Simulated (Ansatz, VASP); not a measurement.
**Two plane-wave programs on Al2Cu**

```
Al Cu
1.0
    -2.98217    2.98217    2.40525
     2.98217   -2.98217    2.40525
     2.98217    2.98217   -2.40525
Al Cu
4 2
Direct
  0.15821 0.65821 0.81641
  0.65821 0.84179 0.50000
  0.84179 0.34179 0.18359
  0.34179 0.15821 0.50000
  0.75000 0.75000 0.00000
  0.25000 0.25000 0.00000
```

Alike in both runs: functional PBE; dispersion D3(BJ); k mesh 10 × 10 × 10; occupations gaussian, width 0.1 eV; no spin polarisation.

Ansatz relaxed the structure, and its values are those at the end. VASP's run is a single point on that final structure, the one shown.

```csv
,VASP,Ansatz
version,VASP 6.6.1,Ansatz 0.2.0
potentials or method,"VASP PAW PBE potentials, release 64 (Al, Cu), cutoff 520 eV","scalar-relativistic, plane waves, PAW"
valence electrons in the cell,34,50
```

```csv
,VASP,Ansatz,Ansatz less VASP
gap on the k mesh at the Fermi level (eV),none,none,-
pressure (GPa),0.1,0.0,-0.13
```

A gap of «none» marks a metal or a gap that the smearing closes. VASP's potentials hold 34 valence electrons a cell and Ansatz's 50, so a difference there can come from the potentials and not from the codes.
